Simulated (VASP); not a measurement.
# AlN (F-43m) in VASP: further runs

The runs below take AlN through single point, with LDA, PBE.

All numbers are computed with VASP 6.6.1; they aren't measurements. Logs are shortened: lines on timing, memory, paths and dates and some standing lists are left out, and cuts for length are marked.

**1. The cell of the first run**

Symmetry: F-43m, No. 216, cubic system. Conventional cell: a = 4.342 Å, b = 4.342 Å, c = 4.342 Å, α = 90.00°, β = 90.00°, γ = 90.00°. Al (site symmetry -43m) has 4 N at 1.88 Å within 2.5 Å. N (site symmetry -43m) has 4 Al at 1.88 Å within 2.5 Å.

**2. Single point, LDA**

INCAR

```
ALGO = Normal
EDIFF = 1E-6
ENCUT = 520
ISIF = 2
ISMEAR = -1
LASPH = True
LCHARG = False
LREAL = False
LWAVE = False
NBANDS = 11
NELM = 60
PREC = Accurate
SIGMA = 0.02
```

KPOINTS

```
k-points
0
Gamma
  10 10 10
```

POSCAR

```
AlN
1.0
    0.0000000000      2.1711517044      2.1711517044
    2.1711517044      0.0000000000      2.1711517044
    2.1711517044      2.1711517044      0.0000000000
Al N
1 1
Direct
    0.0000000000      0.0000000000      0.0000000000
    0.2500000000      0.2500000000      0.2500000000
```

Potentials or basis: VASP PAW LDA potentials, release 64 (Al, N).

Launch:

```console
$ cat potpaw_LDA.64/Al/POTCAR potpaw_LDA.64/N/POTCAR > POTCAR
$ mpirun -np 1 vasp_std > vasp.out
```

OUTCAR:

```text
EDIFF = 1E-6
   ENCUT = 520
   ISIF = 2
   ISMEAR = -1
   LASPH = True
   LREAL = False
   NELM = 60
   PREC = Accurate

 ion  position               nearest neighbor table
   1  0.000  0.000  0.000-   2 1.88   2 1.88   2 1.88   2 1.88
   2  0.250  0.250  0.250-   1 1.88   1 1.88   1 1.88   1 1.88

  LATTYP: Found a face centered cubic cell.
 ALAT       =     4.3423034088

  Lattice vectors:

 A1 = (   0.0000000000,   2.1711517044,   2.1711517044)
 A2 = (   2.1711517044,   0.0000000000,   2.1711517044)
 A3 = (   2.1711517044,   2.1711517044,   0.0000000000)

Analysis of symmetry for initial positions (statically):
=====================================================================
 Subroutine PRICEL returns:
 Original cell was already a primitive cell.

 Routine SETGRP: Setting up the symmetry group for a
 face centered cubic supercell.

 Subroutine GETGRP returns: Found 24 space group operations
 (whereof 24 operations were pure point group operations)
 out of a pool of 48 trial point group operations.

The static configuration has the point symmetry T_d .

Analysis of symmetry for dynamics (positions and initial velocities):
=====================================================================
 Subroutine PRICEL returns:
 Original cell was already a primitive cell.

 Routine SETGRP: Setting up the symmetry group for a
 face centered cubic supercell.

 Subroutine GETGRP returns: Found 24 space group operations
 (whereof 24 operations were pure point group operations)
 out of a pool of 48 trial point group operations.

The dynamic configuration has the point symmetry T_d .

 Subroutine INISYM returns: Found 24 space group operations
 (whereof 24 operations are pure point group operations),
 and found     1 'primitive' translations

----------------------------------------------------------------------------------------

                                     Primitive cell

  volume of cell :      20.4692

  direct lattice vectors                    reciprocal lattice vectors
     0.000000000  2.171151704  2.171151704    -0.230292521  0.230292521  0.230292521
     2.171151704  0.000000000  2.171151704     0.230292521 -0.230292521  0.230292521
     2.171151704  2.171151704  0.000000000     0.230292521  0.230292521 -0.230292521

  length of vectors
     3.070472186  3.070472186  3.070472186     0.398878347  0.398878347  0.398878347

  position of ions in fractional coordinates (direct lattice)
     0.000000000  0.000000000  0.000000000
     0.250000000  0.250000000  0.250000000

  ion indices of the primitive-cell ions
[... 83 lines left out ...]
   POTIM  = 0.5000    time-step for ionic-motion
   TEBEG  =    0.0;   TEEND  =   0.0 temperature during run
   PSTRESS=    0.0 pullay stress
   NELECT =       8.0000    total number of electrons
   NUPDOWN=      -1.0000    fix difference up-down
   EMIN   =  10.00;   EMAX   =-10.00  energy-range for DOS
   EFERMI =   0.00;   METHOD = LEGACY
   ISMEAR =    -1;   SIGMA  =   0.02  broadening in eV -4-tet -1-fermi 0-gaus
   EFERMI_NEDOS =   21; number of points for ismear=-14 and -15
   IALGO  =     38    algorithm
   IMIX   =      4    mixing-type and parameters
     AMIX     =   0.40;   BMIX     =  1.00
     AMIX_MAG =   1.60;   BMIX_MAG =  1.00
  volume/ion in A,a.u.               =      10.23        69.07
  Fermi-wavevector in a.u.,A,eV,Ry     =   1.196937  2.261883 19.492501  1.432658
  Thomas-Fermi vector in A             =   2.332865
   LORBIT       =      0    0 simple, 1 ext, 2 COOP (PROOUT), +10 PAW based schemes
   GGA     = CA    functional components
   LHFCALC =     F    Hartree Fock is set to
   AEXX    =    0.0000 exact exchange contribution
   IVDW    =     0    specifies the selected vdW correction
   LEPSILON=     F    determine dielectric tensor
   LRPA    =     F    only Hartree local field effects (RPA)
 non-spin polarized calculation
  energy-cutoff  :      520.00
  volume of cell :       20.47
 maximum number of plane-waves:       568
   NGX = 11   NGY = 11   NGZ = 11

 number of electron       8.0000000 magnetization

 Free energy of the ion-electron system (eV)
  ---------------------------------------------------
  ext. energy  EPLUGINS =         0.00000000
  ---------------------------------------------------
  free energy    TOTEN  =       -16.37544955 eV

  energy without entropy =      -16.37544955  energy(sigma->0) =      -16.37544955

 E-fermi :   6.3676     XC(G=0): -11.3435

 val. band max:        5.8768167326   @ k =   0.0000   0.0000   0.0000
 cond. band min:       9.1074015735   @ k =   0.5000   0.5000   0.0000
 fundamental gap:      3.2305848409
 Fermi energy:         6.3676019998

 k-point     1 :       0.0000    0.0000    0.0000
  band No.  band energies     occupation
      1      -9.0503      2.00000
      2       5.8768      2.00000
      3       5.8768      2.00000
      4       5.8768      2.00000
      5      10.2701      0.00000
      6      18.3846      0.00000
      7      18.3846      0.00000
      8      18.3846      0.00000
      9      23.5406      0.00000
     10      23.5406      0.00000
     11      24.9598      0.00000
[... 309 lines left out ...]
 k-point    24 :       0.4000    0.3000    0.0000
  band No.  band energies     occupation
      1      -6.9327      2.00000
      2       1.6739      2.00000
      3       4.1345      2.00000
      4       4.4429      2.00000
      5      10.7390      0.00000
      6      15.3291      0.00000
      7      18.1861      0.00000
      8      20.4362      0.00000
      9      20.9520      0.00000
     10      27.1690      0.00000
     11      29.5805      0.00000

 [... further k-points ...]

------------------------ aborting loop because EDIFF is reached ----------------------------------------

  FORCE on cell =-STRESS in cart. coord.  units (eV):
  Direction    XX          YY          ZZ          XY          YZ          ZX
  --------------------------------------------------------------------------------------
  -------------------------------------------------------------------------------------
  Total        0.0800776      0.0800776      0.0800776     -0.0000000      0.0000000     -0.0000000
  in kB        6.2678842      6.2678842      6.2678842     -0.0000000      0.0000000     -0.0000000
  external PRESSURE =       6.2678842 kB  Pullay stress =       0.0000000 kB

 VOLUME and BASIS-vectors are now :
 -----------------------------------------------------------------------------
  energy-cutoff  :      520.00
  volume of cell :       20.47
      direct lattice vectors                 reciprocal lattice vectors
     0.000000000  2.171151704  2.171151704    -0.230292521  0.230292521  0.230292521
     2.171151704  0.000000000  2.171151704     0.230292521 -0.230292521  0.230292521
     2.171151704  2.171151704  0.000000000     0.230292521  0.230292521 -0.230292521

 POSITION                                       TOTAL-FORCE (eV/Angst)
 -----------------------------------------------------------------------------------
      0.00000      0.00000      0.00000         0.000000      0.000000      0.000000
      1.08558      1.08558      1.08558        -0.000000     -0.000000     -0.000000
 -----------------------------------------------------------------------------------
    total drift:                               -0.000000     -0.000000     -0.000000

  FREE ENERGIE OF THE ION-ELECTRON SYSTEM (eV)
  ---------------------------------------------------
  free  energy   TOTEN  =       -16.3754495542 eV

  energy  without entropy=      -16.3754495542  energy(sigma->0) =      -16.37544955
```

stdout:

```text
POSCAR found type information on POSCAR AlN
 POSCAR found :  2 types and       2 ions
 scaLAPACK will be used
 LDA part: xc-table for (Slater(with rela. corr.)+CA(PZ))
 , standard interpolation
 POSCAR, INCAR and KPOINTS ok, starting setup
 FFT: planning ... GRIDC
 FFT: planning ... GRID_SOFT
 FFT: planning ... GRID
 WAVECAR not read
 entering main loop
```

Run time: 9.5 s. Hardware: 1 thread of Intel Xeon 8259CL, shared host; peak memory 0.13 GiB.

What came out:

* Free energy: -16.3754 eV
* Pressure: 0.6 GPa
* Band gap on the k mesh: 3.23 eV, indirect (least direct gap 4.39 eV)

**3. Single point, PBE**

This run uses another cell than the first one, of 10.67 Å³/atom, 1.043 times its volume.

INCAR

```
PREC = Accurate
ENCUT = 520
EDIFF = 1E-7
ISMEAR = -1
SIGMA = 0.02
LREAL = False
LASPH = True
NELM = 80
ALGO = Normal
ISIF = 2
LWAVE = False
LCHARG = False
GGA = PE
NBANDS = 11
```

KPOINTS

```
regular mesh
0
Gamma
  10 10 10
```

POSCAR

```
AlN
1.0
    0.0000000000      2.2015394219      2.2015394219
    2.2015394219      0.0000000000      2.2015394219
    2.2015394219      2.2015394219      0.0000000000
Al N
1 1
Direct
    0.0000000000      0.0000000000      0.0000000000
    0.2500000000      0.2500000000      0.2500000000
```

Potentials or basis: VASP PAW PBE potentials, release 64 (Al, N).

Launch:

```console
$ cat potpaw_PBE.64/Al/POTCAR potpaw_PBE.64/N/POTCAR > POTCAR
$ mpirun -np 1 vasp_std > vasp.out
```

It took 12 s on 1 thread of Intel Xeon 8259CL, shared host; peak memory 0.14 GiB.

The run converged. Its results:

```
Free energy            : -14.8474 eV
Pressure               : -0.3 GPa
Band gap on the k mesh : 3.31 eV, indirect (least direct gap 3.98 eV)
```

Levels at points of the mesh, in eV from the valence-band top:
```tsv
k point	band 1	band 2	band 3	band 4	band 5	band 6	band 7	band 8	band 9
(0.00, 0.00, 0.00)	-14.84	0.00	0.00	0.00	3.98	12.32	12.32	12.32	17.50
(0.50, 0.00, 0.00)	-12.87	-5.75	-0.48	-0.48	7.16	9.70	11.00	11.00	17.67
(0.50, 0.50, 0.00)	-12.25	-4.83	-1.75	-1.75	3.31	8.47	13.64	15.44	15.44
```
